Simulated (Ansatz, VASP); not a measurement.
## Hg2O in VASP and in Ansatz

```
CELL_PARAMETERS angstrom
0.00000 3.04513 3.04513
3.04513 0.00000 3.04513
3.04513 3.04513 0.00000
ATOMIC_POSITIONS crystal
Hg 0.25000 0.25000 0.25000
Hg 0.75000 0.75000 0.75000
O 0.00000 0.00000 0.00000
```

Alike in both runs: task relaxation of cell and atoms; functional PBE; k mesh 14 × 14 × 14; occupations gaussian, width 0.1 eV; no spin polarisation.

|  | VASP | Ansatz |
| --- | --- | --- |
| version | VASP 6.6.1 | Ansatz 0.2.0 |
| potentials or method | VASP PAW PBE potentials, release 64 (Hg, O), cutoff 600 eV | scalar-relativistic, plane waves, PAW |
| valence electrons in the cell | 30 | 46 |

```tsv
	VASP	Ansatz	Ansatz less VASP
gap on the k mesh at the Fermi level, each at its own relaxed structure (eV)	none	none	-
relaxed volume (Å³/atom)	18.87	18.71	-0.157
relaxed length of the cell vector where the two differ most in proportion (Å)	4.310	4.298	-0.0120
```

A gap of «none» marks a metal or a gap that the smearing closes. VASP's potentials hold 30 valence electrons a cell and Ansatz's 46, so a difference there can come from the potentials and not from the codes.

Spin-orbit coupling is off throughout.
